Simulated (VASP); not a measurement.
A run of VASP 6.6.1 is set up as follows.

Contents of INCAR:

```
SYSTEM = TePb
PREC     = Accurate       ! precision mode
ENCUT    = 600            ! plane-wave cutoff, eV
EDIFF    = 1E-8           ! SCF threshold, eV
ISMEAR   = 0              ! smearing method
SIGMA    = 0.01           ! smearing width, eV
LREAL    = .FALSE.        ! projectors in reciprocal space
LASPH    = .TRUE.         ! aspherical terms in the spheres
NELM     = 60             ! most SCF steps
ALGO     = Normal         ! electronic algorithm
ISIF     = 3              ! what is computed and relaxed
LWAVE    = .FALSE.        ! write WAVECAR
LCHARG   = .FALSE.        ! write CHGCAR
GGA      = PE             ! functional
NBANDS   = 17             ! bands
IBRION   = 6              ! ionic algorithm
NFREE    = 2            
POTIM    = 0.015          ! step
NSW      = 1              ! ionic steps
```

File KPOINTS:

```
regular mesh
0
G
  8 8 8
  0 0 0
```

The input POSCAR:

```
TePb
1.0
    4.5693240000      0.0000000000      0.0000000000
    2.2846620000      3.9571506621      0.0000000000
    2.2846620000      1.3190502207      3.7308374232
Te Pb
1 1
Direct
    0.5000000000      0.5000000000      0.5000000000
    0.0000000000      0.0000000000      0.0000000000
```

Potentials or basis: VASP PAW PBE potentials, release 64 (Te, Pb_d).

Command:

```console
$ cat potpaw_PBE.64/Te/POTCAR potpaw_PBE.64/Pb_d/POTCAR > POTCAR
$ mpirun -np 1 vasp_std > vasp.out
```

Question: What does it give for the Voigt bulk modulus?

Answer: 46 GPa.

Question: Predict the highest phonon frequency at Γ, LO-TO splitting left out.

Answer: 46 cm⁻¹.

Elastic tensor in Voigt notation (GPa, in the Cartesian axes of the cell as first typed):
```
 81  21  37 -22   0   0
 21  81  37  22   0   0
 37  37  65   0   0   0
-22  22   0  46   0   0
  0   0   0   0  46 -22
  0   0   0   0 -22  30
```

Caveat: the cell is under stress, which shifts elastic constants.
